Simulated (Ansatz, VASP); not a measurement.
**Two plane-wave programs on AgBr**

Contents of INCAR:

```
PREC = Accurate ; ENCUT = 400
EDIFF = 1E-8 ; ISMEAR = -1
SIGMA = 0.03 ; LREAL = False
LASPH = True ; NELM = 120
ALGO = Normal ; ISIF = 2
LWAVE = False ; LCHARG = False
GGA = PS ; LEFG = True
NBANDS = 16 ; GGA_COMPAT = False
```

KPOINTS

```
Automatic mesh
0
Gamma
  8 8 8
```

POSCAR

```
AgBr
1.0
    0.0000000000      2.5679688544      2.5679688544
    2.5679688544      0.0000000000      2.5679688544
    2.5679688544      2.5679688544      0.0000000000
Ag Br
1 1
Direct
    0.0000000000      0.0000000000      0.0000000000
    0.5000000000      0.5000000000      0.5000000000
```

Input for Ansatz:

```yaml
crystal:
  lattice:
    - [0.0, 2.5679688544, 2.5679688544]
    - [2.5679688544, 0.0, 2.5679688544]
    - [2.5679688544, 2.5679688544, 0.0]
  atoms:
    - { symbol: Ag, position: [0.0, 0.0, 0.0] }
    - { symbol: Br, position: [0.5, 0.5, 0.5] }
kpoints:
  mp_grid: { grid: [8, 8, 8] }
  band_path:
    path:
      - [0.0, 0.0, 0.0]
      - [0.5, 0.0, 0.5]
      - [0.625, 0.25, 0.625]
      - [0.375, 0.375, 0.75]
      - [0.0, 0.0, 0.0]
      - [0.5, 0.5, 0.5]
      - [0.5, 0.25, 0.75]
      - [0.5, 0.0, 0.5]
    npoints: 6
scf:
  occupations: { method: fermi_dirac, width: 0.03 }
hamiltonian:
  xc: pbesol
  pseudopotentials: { kind: paw }
output:
  forces: true
  stress: true
  eigenvalues: true
  efg: { contact_densities: true }
  populations: true
```

Change from the starting cell: volume scaled by 0.7, PAW files.

Alike in both runs: task electric field gradients; functional PBEsol; k mesh 8 × 8 × 8; occupations fermi-dirac, width 0.03 eV; no spin polarisation.

|  | VASP | Ansatz |
| --- | --- | --- |
| version | VASP 6.6.1 | Ansatz 0.2.0 |
| potentials or method | VASP PAW PBE potentials, release 64 (Ag, Br) | PAW with Ansatz's default frozen-core files, scalar-relativistic |
| plane-wave cutoff (eV) | 400 | 420 |
| valence electrons in the cell | 18 | 26 |

```tsv
	VASP	Ansatz	Ansatz less VASP
pressure (GPa)	34.4	34.7	+0.23
```

VASP's potentials were made for PBE, not for PBEsol. Both programs put the cell under a high pressure, so it lies far from rest at this level. The functional is the same, so the differences come from potentials, cutoffs and numerics. VASP's potentials hold 18 valence electrons a cell and Ansatz's 26, so a difference there can come from the potentials and not from the codes.
